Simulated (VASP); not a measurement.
Write the native input for VASP 6.6.1 that does the following.

```
Task                   : single point
Functional             : PBE
Potentials or basis    : VASP PAW PBE potentials, release 64 (N, La, As)
Cutoff                 : 600 eV
k mesh                 : 6 × 6 × 4
Occupations            : fermi-dirac, width 0.02 eV
Spin                   : no spin polarisation
Dipole correction      : no
Further INCAR settings : ALGO = Normal; EDIFF = 1e-06; NBANDS = 24
```

The structure of La2AsN lies in POSCAR:

```
La2AsN
1.0
    4.0734925006      0.0000000000      0.0000000000
    0.0000000000      4.0734925006      0.0000000000
    0.0000000000      0.0000000000      5.7833955059
N La As
1 2 1
Direct
    0.0000000000      0.0000000000      0.0000000000
    0.0000000000      0.0000000000      0.5000000000
    0.5000000000      0.5000000000      0.0000000000
    0.5000000000      0.5000000000      0.5000000000
```

One way to write it, as run:

INCAR

```
SYSTEM = La2AsN
ALGO = Normal
EDIFF = 1E-6
ENCUT = 600
GGA = PE
GGA_COMPAT = .False.
ISIF = 2
ISMEAR = -1
LASPH = .True.
LCHARG = .True.
LELF = .True.
LMAXMIX = 6
LREAL = .False.
LVHAR = .True.
LWAVE = .False.
NBANDS = 24
NELM = 200
PREC = Accurate
SIGMA = 0.02
```

KPOINTS

```
k-points
0
Gamma
  6 6 4
  0 0 0
```

Potentials or basis: VASP PAW PBE potentials, release 64 (N, La, As).

Command:

```sh
$ cat potpaw_PBE.64/N/POTCAR potpaw_PBE.64/La/POTCAR potpaw_PBE.64/As/POTCAR > POTCAR
$ mpirun -np 1 vasp_std > vasp.out
```

Results of the run:

- Pressure: 2.4 GPa
- Band gap on the k mesh: zero (bands 16 and 17 overlap by 0.12 eV)

Caveat: spin-orbit coupling is left out, which moves the levels of the heavy elements.

Wall time 52 s on 1 thread of Intel(R) Xeon(R) 6975P-C (Granite Rapids) (shared host), peak memory 0.31 GiB.
